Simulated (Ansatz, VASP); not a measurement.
**Hf: VASP beside Ansatz**

Contents of INCAR:

```
SYSTEM = Hf
PREC = Accurate ; ENCUT = 520
EDIFF = 1E-6 ; ISMEAR = 0
SIGMA = 0.1 ; LREAL = .False.
LASPH = .True. ; NELM = 80
ALGO = Normal ; ISIF = 2
LWAVE = .False. ; LCHARG = .False.
GGA = CA ; NBANDS = 11
```

KPOINTS

```
regular mesh
0
Gamma
  16 16 16
  0 0 0
```

POSCAR

```
Hf
1.0
   -1.8805934000      1.8805934000      1.8805934000
    1.8805934000     -1.8805934000      1.8805934000
    1.8805934000      1.8805934000     -1.8805934000
Hf
1
Direct
    0.0000000000      0.0000000000      0.0000000000
```

Input for Ansatz:

```yaml
crystal:
  lattice:
    - [-1.8805934, 1.8805934, 1.8805934]
    - [1.8805934, -1.8805934, 1.8805934]
    - [1.8805934, 1.8805934, -1.8805934]
  atoms:
    - { symbol: Hf, position: [0.0, 0.0, 0.0] }
basis:
  ecutwfc: 420
kpoints:
  mp_grid: { grid: [16, 16, 16] }
hamiltonian:
  xc: lda
scf:
  occupations: { method: gaussian, width: 0.1 }
output:
  forces: true
  stress: true
  eigenvalues: true
```

Alike in both runs: task single point; functional LDA; k mesh 16 × 16 × 16; occupations gaussian, width 0.1 eV; no spin polarisation.

```csv
,VASP,Ansatz
version,VASP 6.6.1,Ansatz 0.2.0
potentials or method,"VASP PAW LDA potentials, release 64 (Hf_pv), cutoff 520 eV","scalar-relativistic, plane waves, PAW"
valence electrons in the cell,10,26
```

Ansatz gave:

- gap on the k mesh at the Fermi level (eV): none
- pressure (GPa): -19.2

Which values does VASP return?

gap on the k mesh at the Fermi level (eV): none; pressure (GPa): -19.3.

LDA's correlation is that of Perdew and Zunger in VASP and of Perdew and Wang (1992) in Ansatz. A gap of «none» marks a metal or a gap that the smearing closes. VASP's potentials hold 10 valence electrons a cell and Ansatz's 26, so a difference there can come from the potentials and not from the codes.

Neither program's run includes spin-orbit coupling.
